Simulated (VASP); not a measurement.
Ag: single point with r2SCAN

Crystal: Ag.

```
Ag
1.0
     2.86163    0.00000    0.00000
    -1.43082    2.47825    0.00000
     0.00000    0.00000    9.75100
Ag
4
Direct
  0.33333 0.66667 0.25000
  0.66667 0.33333 0.75000
  0.00000 0.00000 0.00000
  0.00000 0.00000 0.50000
```

This cell differs from its parent crystal: strain -0.015 along x and y, +0.030 along z.

```json
{"Program": "VASP 6.6.1", "Task": "single point", "Functional": "r2SCAN", "Potentials or basis": "VASP PAW PBE potentials, release 64 (Ag)", "Cutoff": "520 eV", "k mesh": "18 × 18 × 6", "Occupations": "gaussian, width 0.15 eV", "Spin": "no spin polarisation", "Dipole correction": "no", "Further INCAR settings": "ALGO = Normal; EDIFF = 1e-06; NBANDS = 30"}
```

```json
{
 "Pressure": "0.5 GPa",
 "Band gap on the k mesh": "zero (band 22 reaches 12.10 eV, above the bottom of band 23 at 4.82 eV)"
}
```

Stress tensor (GPa, compression positive):
```
 1.92  0.00  0.00
 0.00  1.92  0.00
 0.00  0.00 -2.31
```

Levels at points of the mesh, in eV from the Fermi level:
| k point | band 19 | band 20 | band 21 | band 22 | band 23 | band 24 | band 25 | band 26 |
| --- | --- | --- | --- | --- | --- | --- | --- | --- |
| (0.00, 0.00, 0.00) | -3.86 | -3.72 | -3.72 | -3.35 | -3.35 | -0.60 | 3.05 | 10.52 |
| (0.50, 0.00, 0.00) | -3.09 | -3.06 | 0.00 | 0.90 | 1.18 | 1.75 | 4.53 | 4.57 |
| (0.00, 0.00, 0.50) | -3.49 | -3.49 | -3.49 | -3.49 | -2.68 | -2.68 | 5.93 | 5.93 |
| (0.50, 0.00, 0.50) | -3.07 | -3.07 | 0.40 | 0.40 | 1.58 | 1.58 | 4.90 | 4.90 |

Run time: 7.2 min on 1 thread of Intel(R) Xeon(R) 6975P-C (Granite Rapids), on a shared host, peak memory 0.36 GiB.

Caveat: the cell differs from its parent crystal (strain -0.015 along x and y, +0.030 along z); the PAW data sets were made with another functional, which shifts forces and pressure a little.
